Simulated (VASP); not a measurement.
A run of VASP 6.6.1 is set up as follows.

File INCAR:

```
SYSTEM = Se
PREC = Accurate
ENCUT = 520
EDIFF = 1E-6
ISMEAR = 0
SIGMA = 0.1
LREAL = .FALSE.
LASPH = .TRUE.
NELM = 80
ALGO = Normal
ISIF = 2
LWAVE = .FALSE.
LCHARG = .TRUE.
GGA = PE
LELF = .TRUE.
LVHAR = .TRUE.
NBANDS = 13
```

KPOINTS

```
regular mesh
0
G
  12 12 12
  0 0 0
```

File POSCAR:

```
Se
1.0
    4.4778451439      0.0000000000      0.0000000000
   -2.2389225719      3.8779276488      0.0000000000
    0.0000000000      0.0000000000      4.5379900962
Se
2
Direct
    0.3333333333      0.6666666667      0.0000000000
    0.6666666667      0.3333333333      0.0000000000
```

Potentials or basis: VASP PAW PBE potentials, release 64 (Se).

Run with:

```console
$ cat potpaw_PBE.64/Se/POTCAR > POTCAR
$ mpirun -np 1 vasp_std > vasp.out
```

What does it give for the pressure?

0.0 GPa.

Estimate the band gap on the k mesh.

zero (bands 6 and 7 overlap by 1.03 eV).

Caveat: this functional lacks dispersion, which binds layers or chains, so the pressure and a relaxed spacing across them are unreliable.
